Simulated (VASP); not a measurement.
Si2Sb5Se: single point with PBE

Si2Sb5Se:

```
CELL_PARAMETERS angstrom
4.15704 -0.00467 -0.00595
-2.08264 3.60409 0.00674
-0.02342 0.01541 16.76926
ATOMIC_POSITIONS crystal
Si 0.33574 0.66477 0.08953
Si 0.33072 0.66368 0.23130
Sb 0.00252 0.99879 0.01995
Sb 0.99997 0.00140 0.73041
Sb 0.33356 0.66712 0.82638
Sb 0.33334 0.67087 0.48303
Sb 0.66698 0.33663 0.57884
Se 0.99717 0.99674 0.27557
```

```yaml
Program: VASP 6.6.1
Task: single point
Functional: PBE
Potentials_or_basis: VASP PAW PBE potentials, release 64 (Si, Sb, Se)
Cutoff: 520 eV
k_mesh: 6 × 6 × 2
Occupations: gaussian, width 0.2 eV
Spin: no spin polarisation
```

```json
{"Pressure": "0.1 GPa", "Largest force": "0.085 eV/Å", "Band gap on the k mesh": "zero (an odd number of electrons rules out a gap without spin polarisation)"}
```

Forces on the atoms (eV/Å):
```
Si  -0.004 -0.001  0.044
Si   0.010  0.000 -0.004
Sb  -0.014  0.002 -0.053
Sb   0.001  0.001 -0.077
Sb  -0.001  0.000  0.062
Sb   0.002  0.000 -0.063
Sb  -0.002 -0.002  0.085
Se   0.007  0.001  0.006
```

Levels at points of the mesh, in eV from the Fermi level:
```tsv
k point	band 16	band 17	band 18	band 19	band 20	band 21	band 22	band 23
(0.00, 0.00, 0.00)	-1.00	-0.81	-0.79	-0.69	0.06	0.66	0.94	0.96
(0.50, 0.00, 0.00)	-2.67	-2.11	-1.99	-1.47	-0.73	0.15	0.59	1.24
(0.00, 0.50, 0.00)	-2.66	-2.10	-2.00	-1.47	-0.71	0.17	0.60	1.24
(0.50, 0.50, 0.00)	-2.65	-2.09	-2.01	-1.46	-0.72	0.16	0.61	1.25
(0.00, 0.00, 0.50)	-1.00	-0.81	-0.79	-0.76	0.29	0.46	0.94	0.96
(0.50, 0.00, 0.50)	-2.65	-2.12	-1.97	-1.44	-0.87	0.30	0.63	1.00
(0.00, 0.50, 0.50)	-2.64	-2.10	-1.98	-1.43	-0.86	0.31	0.64	1.00
(0.50, 0.50, 0.50)	-2.63	-2.09	-1.99	-1.44	-0.86	0.32	0.65	1.01
```

Run time: 2.4 min on 1 thread of AMD EPYC 9R45 96-Core Processor (Zen 5) (shared host), peak memory 0.49 GiB.

Caveat: spin-orbit coupling is left out, which moves the levels of the heavy elements; an odd number of electrons without spin polarisation forces a metal; a magnetic or distorted state may lie lower.
